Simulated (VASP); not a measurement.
# NiGe in VASP: notebook

Runs on NiGe. Level: PBE. Tasks: relaxation of cell and atoms, single point.

All numbers are computed with VASP 6.6.1; they aren't measurements. Logs are shortened: lines on timing, memory, paths and dates and some standing lists are left out, and cuts for length are marked.

**1. The cell of the first run**

Symmetry: Cmmm, No. 65, orthorhombic system. The conventional cell has a = 4.173 Å, b = 4.225 Å, c = 2.974 Å, α = 90.00°, β = 90.00°, γ = 90.00°. Ni (site symmetry mmm) has 8 Ge at 2.56 to 2.58 Å and 6 Ni at 2.97 Å within 3.4 Å. Ge (site symmetry mmm) has 8 Ni at 2.56 to 2.58 Å and 6 Ge at 2.97 Å within 3.4 Å.

**2. Relaxation of cell and atoms, PBE**

INCAR

```
PREC = Accurate
ENCUT = 600
EDIFF = 1E-6
ISMEAR = 0
SIGMA = 0.1
LREAL = False
LASPH = True
NELM = 100
ALGO = Normal
ISIF = 3
LWAVE = False
LCHARG = False
GGA = PE
IBRION = 2
NSW = 100
EDIFFG = -0.01
```

KPOINTS

```
regular mesh
0
Gamma
  18 18 18
```

POSCAR

```
NiGe
1.0
    2.0867320193     -2.1123371120      0.0000000000
    2.0867320193      2.1123371120      0.0000000000
    0.0000000000      0.0000000000      2.9737229748
Ni Ge
1 1
Direct
    0.0000000000      0.0000000000      0.5000000000
    0.5000000000      0.5000000000      0.0000000000
```

Potentials or basis: VASP PAW PBE potentials, release 64 (Ni, Ge_d).

Started as:

```
> cat potpaw_PBE.64/Ni/POTCAR potpaw_PBE.64/Ge_d/POTCAR > POTCAR
> mpirun -np 1 vasp_std > vasp.out
```

OUTCAR:

```text
PREC = Accurate
   ENCUT = 600
   EDIFF = 1E-6
   ISMEAR = 0
   LREAL = False
   LASPH = True
   NELM = 100
   ISIF = 3
   GGA = PE
   IBRION = 2
   NSW = 100
   EDIFFG = -0.01

 ion  position               nearest neighbor table
   1  0.000  0.000  0.500-   2 2.56   2 2.56   2 2.56   2 2.56   2 2.58   2 2.58   2 2.58   2 2.58

   2  0.500  0.500  0.000-   1 2.56   1 2.56   1 2.56   1 2.56   1 2.58   1 2.58   1 2.58   1 2.58

  LATTYP: Found a base centered orthorhombic cell.
 ALAT       =     4.1734640386
 B/A-ratio  =     1.0122704269
 C/A-ratio  =     0.7125311126

  Lattice vectors:

 A1 = (   2.0867320193,  -2.1123371120,   0.0000000000)
 A2 = (   2.0867320193,   2.1123371120,   0.0000000000)
 A3 = (   0.0000000000,   0.0000000000,   2.9737229748)

Analysis of symmetry for initial positions (statically):
=====================================================================
 Subroutine PRICEL returns:
 Original cell was already a primitive cell.

 Routine SETGRP: Setting up the symmetry group for a
 base centered orthorhombic supercell.

 Subroutine GETGRP returns: Found  8 space group operations
 (whereof  8 operations were pure point group operations)
 out of a pool of  8 trial point group operations.

The static configuration has the point symmetry D_2h.

Analysis of symmetry for dynamics (positions and initial velocities):
=====================================================================
 Subroutine PRICEL returns:
 Original cell was already a primitive cell.

 Routine SETGRP: Setting up the symmetry group for a
 base centered orthorhombic supercell.

 Subroutine GETGRP returns: Found  8 space group operations
 (whereof  8 operations were pure point group operations)
 out of a pool of  8 trial point group operations.

The dynamic configuration has the point symmetry D_2h.

 Subroutine INISYM returns: Found  8 space group operations
 (whereof  8 operations are pure point group operations),
 and found     1 'primitive' translations

----------------------------------------------------------------------------------------

                                     Primitive cell

  volume of cell :      26.2156

  direct lattice vectors                    reciprocal lattice vectors
     2.086732019 -2.112337112  0.000000000     0.239609109 -0.236704642  0.000000000
     2.086732019  2.112337112  0.000000000     0.239609109  0.236704642  0.000000000
     0.000000000  0.000000000  2.973722975     0.000000000  0.000000000  0.336278802

  length of vectors
     2.969245459  2.969245459  2.973722975     0.336810945  0.336810945  0.336278802

  position of ions in fractional coordinates (direct lattice)
     0.000000000  0.000000000  0.500000000
     0.500000000  0.500000000  0.000000000

  ion indices of the primitive-cell ions
   primitive index   ion index
                 1           1
                 2           2

----------------------------------------------------------------------------------------

 KPOINTS: regular mesh

Automatic generation of k-mesh.
 Grid dimensions read from file:
 generate k-points for:   18   18   18

 Generating k-lattice:

  Cartesian coordinates                     Fractional coordinates (reciprocal lattice)
     0.013311617 -0.013150258  0.000000000     0.055555556  0.000000000  0.000000000
     0.013311617  0.013150258  0.000000000     0.000000000  0.055555556  0.000000000
     0.000000000  0.000000000  0.018682156     0.000000000  0.000000000  0.055555556

  Length of vectors
     0.018711719  0.018711719  0.018682156

  Shift w.r.t. Gamma in fractional coordinates (k-lattice)
     0.000000000  0.000000000  0.000000000

 Subroutine IBZKPT returns following result:
 ===========================================

 Found    910 irreducible k-points:

 Following reciprocal coordinates:
            Coordinates               Weight
  0.000000  0.000000  0.000000      1.000000
  0.055556 -0.000000  0.000000      4.000000
  0.111111 -0.000000  0.000000      4.000000
  0.166667 -0.000000  0.000000      4.000000
  0.222222  0.000000  0.000000      4.000000
  0.277778  0.000000  0.000000      4.000000
[... 16 lines left out ...]
 -0.277778  0.055556  0.000000      4.000000
 -0.222222  0.055556  0.000000      4.000000
 [... further k-points ...]
   k-points           NKPTS =    910   k-points in BZ     NKDIM =    910   number of bands    NBANDS=     16
   number of dos      NEDOS =    301   number of ions     NIONS =      2
   total plane-waves  NPLWV =  13824
   dimension x,y,z NGX =    24 NGY =   24 NGZ =   24
   dimension x,y,z NGXF=    48 NGYF=   48 NGZF=   48
   ions per type =               1   1
   NGX,Y,Z   is equivalent  to a cutoff of  13.44, 13.44, 13.42 a.u.
   NGXF,Y,Z  is equivalent  to a cutoff of  26.87, 26.87, 26.83 a.u.
 SYSTEM =  unknown system
   PREC   = accura    normal or accurate (medium, high low for compatibility)
   ISTART =      0    job   : 0-new  1-cont  2-samecut
   ICHARG =      2    charge: 1-file 2-atom 10-const
   ISPIN  =      1    spin polarized calculation?
   LNONCOLLINEAR =      F non collinear calculations
   LSORBIT =      F    spin-orbit coupling
   LASPH  =      T    aspherical Exc in radial PAW
   ENCUT  =  600.0 eV  44.10 Ry    6.64 a.u.   5.93  5.93  5.94*2*pi/ulx,y,z
   NELM   =    100;   NELMIN=  2; NELMDL= -5     # of ELM steps
   EDIFF  = 0.1E-05   stopping-criterion for ELM
   LREAL  =      F    real-space projection
   EDIFFG = -.1E-01   stopping-criterion for IOM
   NSW    =    100    number of steps for IOM
   IBRION =      2    ionic relax: 0-MD 1-quasi-New 2-CG
   NFREE  =      1    steps in history (QN), initial steepest desc. (CG)
   ISIF   =      3    stress and relaxation
   ISYM   =      2    0-nonsym 1-usesym 2-fastsym
   POTIM  = 0.5000    time-step for ionic-motion
   TEBEG  =    0.0;   TEEND  =   0.0 temperature during run
   PSTRESS=    0.0 pullay stress
   NELECT =      24.0000    total number of electrons
   NUPDOWN=      -1.0000    fix difference up-down
   EMIN   =  10.00;   EMAX   =-10.00  energy-range for DOS
   EFERMI =   0.00;   METHOD = LEGACY
   ISMEAR =     0;   SIGMA  =   0.10  broadening in eV -4-tet -1-fermi 0-gaus
   EFERMI_NEDOS =   21; number of points for ismear=-14 and -15
   IALGO  =     38    algorithm
   IMIX   =      4    mixing-type and parameters
     AMIX     =   0.40;   BMIX     =  1.00
     AMIX_MAG =   1.60;   BMIX_MAG =  1.00
  volume/ion in A,a.u.               =      13.11        88.46
  Fermi-wavevector in a.u.,A,eV,Ry     =   1.589614  3.003936 34.380205  2.526874
  Thomas-Fermi vector in A             =   2.688436
   LORBIT       =      0    0 simple, 1 ext, 2 COOP (PROOUT), +10 PAW based schemes
   GGA     = PE    functional components
   LHFCALC =     F    Hartree Fock is set to
   AEXX    =    0.0000 exact exchange contribution
   IVDW    =     0    specifies the selected vdW correction
   LEPSILON=     F    determine dielectric tensor
   LRPA    =     F    only Hartree local field effects (RPA)
 conjugate gradient relaxation of ions
 non-spin polarized calculation
 Gauss-broadening in eV      SIGMA  =   0.10
  energy-cutoff  :      600.00
  volume of cell :       26.22
 maximum number of plane-waves:       912
   NGX = 11   NGY = 11   NGZ = 11

--------------------------------------- Ionic step        1  -------------------------------------------

 number of electron      23.9999985 magnetization

 Free energy of the ion-electron system (eV)
  ---------------------------------------------------
  ext. energy  EPLUGINS =         0.00000000
  ---------------------------------------------------
  free energy    TOTEN  =       -10.12331886 eV

  energy without entropy =      -10.11800283  energy(sigma->0) =      -10.12066084

------------------------ aborting loop because EDIFF is reached ----------------------------------------

  FORCE on cell =-STRESS in cart. coord.  units (eV):
  Direction    XX          YY          ZZ          XY          YZ          ZX
  --------------------------------------------------------------------------------------
  -------------------------------------------------------------------------------------
  Total        0.1905593      0.1515913      0.1599206     -0.0000000      0.0000000      0.0000000
  in kB       11.6460968      9.2645503      9.7736031     -0.0000000      0.0000000      0.0000000
  external PRESSURE =      10.2280834 kB  Pullay stress =       0.0000000 kB
[... 273 lines left out ...]
  energy  without entropy=      -10.1185686896  energy(sigma->0) =      -10.12127221

--------------------------------------- Ionic step        9  -------------------------------------------

 number of electron      23.9999981 magnetization

 Free energy of the ion-electron system (eV)
  ---------------------------------------------------
  ext. energy  EPLUGINS =         0.00000000
  ---------------------------------------------------
  free energy    TOTEN  =       -10.12399411 eV

  energy without entropy =      -10.11859119  energy(sigma->0) =      -10.12129265

 E-fermi :   9.4253     XC(G=0): -12.6946

 val. band max:        9.4225299895   @ k =   0.3333   0.2778   0.4444
 cond. band min:       9.4262232127   @ k =  -0.3333   0.3333   0.2222
 fundamental gap:      0.0036932232
 Fermi energy:         9.4252801920

 k-point     1 :       0.0000    0.0000    0.0000
  band No.  band energies     occupation
      1     -15.5447      2.00000
      2     -15.5445      2.00000
      3     -15.4471      2.00000
      4     -15.4460      2.00000
      5     -15.4450      2.00000
      6      -3.9363      2.00000
[... 8 lines left out ...]
     15      16.9304      0.00000
     16      18.0057      0.00000
[... 420 lines left out ...]
  band No.  band energies     occupation
      1     -15.5394      2.00000
      2     -15.5049      2.00000
      3     -15.4594      2.00000
      4     -15.4583      2.00000
      5     -15.4452      2.00000
      6      -3.0777      2.00000
[... 8 lines left out ...]
     15      17.9401      0.00000
     16      18.6586      0.00000

 [... further k-points ...]
[... 5 lines left out ...]
  --------------------------------------------------------------------------------------
  -------------------------------------------------------------------------------------
  Total        0.0192456      0.0012247      0.0107217     -0.0000000      0.0000000      0.0000000
  in kB        1.1665702      0.0742343      0.6498958     -0.0000000      0.0000000      0.0000000
  external PRESSURE =       0.6302334 kB  Pullay stress =       0.0000000 kB
[... 17 lines left out ...]
  FREE ENERGIE OF THE ION-ELECTRON SYSTEM (eV)
  ---------------------------------------------------
  free  energy   TOTEN  =       -10.1239941101 eV

  energy  without entropy=      -10.1185911888  energy(sigma->0) =      -10.12129265

 reached required accuracy - stopping structural energy minimisation
```

Wall time 9.5 min (1 thread of AMD EPYC 9R45 (Zen 5), shared host); peak memory 0.57 GiB.

What came out:

- Free energy: -10.1240 eV
- Relaxed volume: 13.22 Å³/atom
- Relaxed cell: a = 2.979 Å, b = 2.979 Å, c = 2.978 Å, α = 90.00°, β = 90.00°, γ = 90.37°
- Space group after relaxing (to 0.05 Å): Pm-3m (No. 221)
- Energy gained by relaxing: 0.3 meV/atom
- Ionic steps: 9
- Pressure after relaxing: 0.1 GPa
- Band gap on the k mesh: zero (band 12 reaches 11.97 eV, above the bottom of band 13 at 8.54 eV)

The path:
| step | energy change (eV) | largest force (eV/Å) | pressure (GPa) | volume (Å³) |
| --- | --- | --- | --- | --- |
| 1 | 0.0000 | 0.0000 | 1.02 | 26.22 |
| 2 | -0.0004 | 0.0000 | -0.85 | 26.53 |
| 3 | -0.0006 | 0.0000 | 0.05 | 26.42 |
| 4 | -0.0006 | 0.0000 | -0.14 | 26.42 |
| 5 | -0.0006 | 0.0000 | 0.11 | 26.42 |
| 6 | -0.0006 | 0.0000 | -0.05 | 26.42 |
| 7 | -0.0006 | 0.0000 | -0.12 | 26.43 |
| 8 | -0.0007 | 0.0000 | -0.10 | 26.45 |
| 9 | -0.0007 | 0.0000 | 0.06 | 26.43 |

Final structure:
```yaml
crystal:
  lattice:
    - [2.09973, -2.11333, 0.00000]
    - [2.09973, 2.11333, 0.00000]
    - [0.00000, 0.00000, 2.97831]
  atoms:
    - { symbol: Ni, position: [0.00000, 0.00000, 0.50000] }
    - { symbol: Ge, position: [0.50000, 0.50000, 0.00000] }
```

Spin polarisation is off, so any magnetic state and its effect on volume and gap are missing.

**3. Single point, PBE**

INCAR

```
ALGO     = Normal         # electronic algorithm
EDIFF    = 1E-6           # SCF threshold, eV
ENCUT    = 520            # plane-wave cutoff, eV
GGA      = PE             # functional
ISIF     = 2              # what is computed and relaxed
ISMEAR   = 0              # smearing method
LASPH    = True           # aspherical terms in the spheres
LCHARG   = False          # write CHGCAR
LREAL    = False          # projectors in reciprocal space
LWAVE    = False          # write WAVECAR
NBANDS   = 19             # bands
NELM     = 100            # most SCF steps
PREC     = Accurate       # precision mode
SIGMA    = 0.1            # smearing width, eV
```

KPOINTS

```
k-points
0
Gamma
  6 6 6
```

POSCAR

```
NiGe
1.0
    2.9591931541      0.0000000000      0.0000000000
    0.0000000000      2.9591931541      0.0000000000
    0.0000000000      0.0000000000      2.9927119168
Ni Ge
1 1
Direct
    0.5000000000      0.5000000000      0.5000000000
    0.0000000000      0.0000000000      0.0000000000
```

Potentials or basis: VASP PAW PBE potentials, release 64 (Ni, Ge_d).

Started as:

```
> cat potpaw_PBE.64/Ni/POTCAR potpaw_PBE.64/Ge_d/POTCAR > POTCAR
> mpirun -np 1 vasp_std > vasp.out
```

OUTCAR:

```text
EDIFF = 1E-6
   ENCUT = 520
   GGA = PE
   ISIF = 2
   ISMEAR = 0
   LASPH = True
   LREAL = False
   NELM = 100
   PREC = Accurate

 ion  position               nearest neighbor table
   1  0.500  0.500  0.500-   2 2.57   2 2.57   2 2.57   2 2.57   2 2.57   2 2.57   2 2.57   2 2.57

   2  0.000  0.000  0.000-   1 2.57   1 2.57   1 2.57   1 2.57   1 2.57   1 2.57   1 2.57   1 2.57

  LATTYP: Found a simple tetragonal cell.
 ALAT       =     2.9591931541
 C/A-ratio  =     1.0113269939

  Lattice vectors:

 A1 = (   2.9591931541,   0.0000000000,   0.0000000000)
 A2 = (   0.0000000000,   2.9591931541,   0.0000000000)
 A3 = (   0.0000000000,   0.0000000000,   2.9927119168)

Analysis of symmetry for initial positions (statically):
=====================================================================
 Subroutine PRICEL returns:
 Original cell was already a primitive cell.

 Routine SETGRP: Setting up the symmetry group for a
 simple tetragonal supercell.

 Subroutine GETGRP returns: Found 16 space group operations
 (whereof 16 operations were pure point group operations)
 out of a pool of 16 trial point group operations.

[... 154 lines left out ...]

 Free energy of the ion-electron system (eV)
  ---------------------------------------------------
  ext. energy  EPLUGINS =         0.00000000
  ---------------------------------------------------
  free energy    TOTEN  =       -10.11417128 eV

  energy without entropy =      -10.10872984  energy(sigma->0) =      -10.11145056

 E-fermi :   9.5683     XC(G=0): -12.7459

 val. band max:        9.5246562427   @ k =   0.5000   0.3333   0.5000
 cond. band min:       9.6000578368   @ k =   0.0000   0.0000   0.1667
 fundamental gap:      0.0754015941
 Fermi energy:         9.5683488484

 k-point     1 :       0.0000    0.0000    0.0000
  band No.  band energies     occupation
      1     -15.4575      2.00000
      2     -15.4508      2.00000
      3     -15.3530      2.00000
      4     -15.3530      2.00000
      5     -15.3521      2.00000
      6      -3.8991      2.00000
[... 505 lines left out ...]
      6       0.5766      2.00000
[... 11 lines left out ...]
     18      22.6556      0.00000
     19      25.9033      0.00000

 [... further k-points ...]
[... 5 lines left out ...]
  --------------------------------------------------------------------------------------
  -------------------------------------------------------------------------------------
  Total        0.0134431      0.0134431      0.0038720      0.0000000      0.0000000      0.0000000
  in kB        0.8218596      0.8218596      0.2367197      0.0000000      0.0000000      0.0000000
  external PRESSURE =       0.6268129 kB  Pullay stress =       0.0000000 kB

 VOLUME and BASIS-vectors are now :
 -----------------------------------------------------------------------------
  energy-cutoff  :      520.00
  volume of cell :       26.21
      direct lattice vectors                 reciprocal lattice vectors
     2.959193154  0.000000000  0.000000000     0.337929952  0.000000000  0.000000000
     0.000000000  2.959193154  0.000000000     0.000000000  0.337929952  0.000000000
     0.000000000  0.000000000  2.992711917     0.000000000  0.000000000  0.334145092

 POSITION                                       TOTAL-FORCE (eV/Angst)
 -----------------------------------------------------------------------------------
      1.47960      1.47960      1.49636         0.000000      0.000000      0.000000
      0.00000      0.00000      0.00000         0.000000      0.000000      0.000000
 -----------------------------------------------------------------------------------
    total drift:                                0.000000      0.000000     -0.000000

  FREE ENERGIE OF THE ION-ELECTRON SYSTEM (eV)
  ---------------------------------------------------
  free  energy   TOTEN  =       -10.1141712838 eV

  energy  without entropy=      -10.1087298433  energy(sigma->0) =      -10.11145056
```

OSZICAR:

```text
N       E                     dE             d eps       ncg     rms          rms(c)
DAV:   1     0.129735232264E+03    0.12974E+03   -0.11857E+04  1671   0.325E+03
DAV:   2     0.244143126244E+01   -0.12729E+03   -0.12258E+03  1526   0.441E+02
DAV:   3    -0.108329864320E+02   -0.13274E+02   -0.13063E+02  1647   0.108E+02
DAV:   4    -0.110835889451E+02   -0.25060E+00   -0.25043E+00  1723   0.160E+01
DAV:   5    -0.110880971166E+02   -0.45082E-02   -0.45078E-02  1773   0.210E+00    0.100E+01
DAV:   6    -0.128080882299E+02   -0.17200E+01   -0.30259E+01  1645   0.606E+01    0.151E+01
DAV:   7    -0.101307186614E+02    0.26774E+01   -0.90122E+00  1660   0.423E+01    0.151E+00
DAV:   8    -0.101249625313E+02    0.57561E-02   -0.25311E-01  2077   0.507E+00    0.104E+00
DAV:   9    -0.101143232310E+02    0.10639E-01   -0.43652E-02  1879   0.223E+00    0.854E-02
DAV:  10    -0.101141754701E+02    0.14776E-03   -0.97407E-04  1903   0.516E-01    0.512E-02
DAV:  11    -0.101141749414E+02    0.52865E-06   -0.11632E-04  2275   0.143E-01    0.305E-02
DAV:  12    -0.101141717393E+02    0.32022E-05   -0.15059E-05  2100   0.709E-02    0.384E-03
DAV:  13    -0.101141712838E+02    0.45545E-06   -0.83247E-07  1000   0.991E-03
   1 F= -.10114171E+02 E0= -.10111451E+02  d E =-.544144E-02
```

Run time: 15 s. Hardware: 1 thread of Intel Xeon Platinum 8375C at 2.90GHz (Ice Lake), shared host; peak memory 0.14 GiB.

What came out:

```
Free energy            : -10.1142 eV
Pressure               : 0.1 GPa
Band gap on the k mesh : zero (band 12 reaches 11.90 eV, above the bottom of band 13 at 8.99 eV)
```

Spin polarisation is off, so any magnetic state and its effect on volume and gap are missing.

[end of part 1 of 2]
